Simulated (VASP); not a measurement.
# In2Sb3: relaxation of cell and atoms with PBE

In2Sb3:

```xyz
5
Lattice="5.6724 0.0000 0.0000 0.0000 5.6724 0.0000 0.0000 0.0000 5.6724" Properties=species:S:1:pos:R:3 pbc="T T T"
In    0.0000    0.0000    0.0000
In    2.8362    2.8362    2.8362
Sb    2.8362    0.0000    0.0000
Sb    0.0000    2.8362    0.0000
Sb    0.0000    0.0000    2.8362
```

```
Program                : VASP 6.6.1
Task                   : relaxation of cell and atoms
Functional             : PBE
Potentials or basis    : VASP PAW PBE potentials, release 64 (In_d, Sb)
Cutoff                 : 600 eV
k mesh                 : 8 × 8 × 8
Occupations            : gaussian, width 0.1 eV
Spin                   : no spin polarisation
Dipole correction      : no
Further INCAR settings : ALGO = Normal; EDIFF = 1e-07; IBRION = 2; EDIFFG = -0.01; NSW = 100; ISIF = 3
```

The relaxed volume is 36.61 Å³/atom, the relaxed cell is a = 5.678 Å, b = 5.678 Å, c = 5.678 Å, α = 90.00°, β = 90.00°, γ = 90.00° and the space group after relaxing (to 0.05 Å) is Pm-3m (No. 221). The energy gained by relaxing is 0.0 meV/atom, the ionic steps are 2 and the pressure after relaxing is 0.0 GPa.

The path:
```csv
step,energy change (eV),largest force (eV/Å),pressure (GPa),volume (Å³)
1,0.0000,0.0000,0.09,182.52
2,-0.0001,0.0000,0.00,183.04
```

Final structure:
```
In Sb
1.0
     5.67782    0.00000    0.00000
     0.00000    5.67782    0.00000
     0.00000    0.00000    5.67782
In Sb
2 3
Direct
  0.00000 0.00000 0.00000
  0.50000 0.50000 0.50000
  0.50000 0.00000 0.00000
  0.00000 0.50000 0.00000
  0.00000 0.00000 0.50000
```

Levels at points of the mesh, in eV from the Fermi level:
| k point | band 17 | band 18 | band 19 | band 20 | band 21 | band 22 | band 23 | band 24 |
| --- | --- | --- | --- | --- | --- | --- | --- | --- |
| (0.00, 0.00, 0.00) | -3.74 | -1.42 | 0.07 | 0.07 | 0.07 | 0.13 | 0.13 | 0.13 |
| (0.50, 0.00, 0.00) | -3.35 | -1.04 | -1.04 | -0.48 | -0.07 | 0.40 | 0.40 | 1.41 |
| (0.50, 0.50, 0.00) | -1.21 | -1.21 | -1.01 | -0.65 | -0.65 | 0.98 | 1.65 | 1.67 |
| (0.50, 0.50, 0.50) | -2.72 | -2.72 | 1.03 | 1.03 | 1.69 | 1.69 | 1.69 | 3.25 |

Run time: 2 min on 1 thread of Intel(R) Xeon(R) 6975P-C (Granite Rapids), on a shared host, peak memory 0.45 GiB.

Caveat: spin-orbit coupling is left out, which moves the levels of the heavy elements.
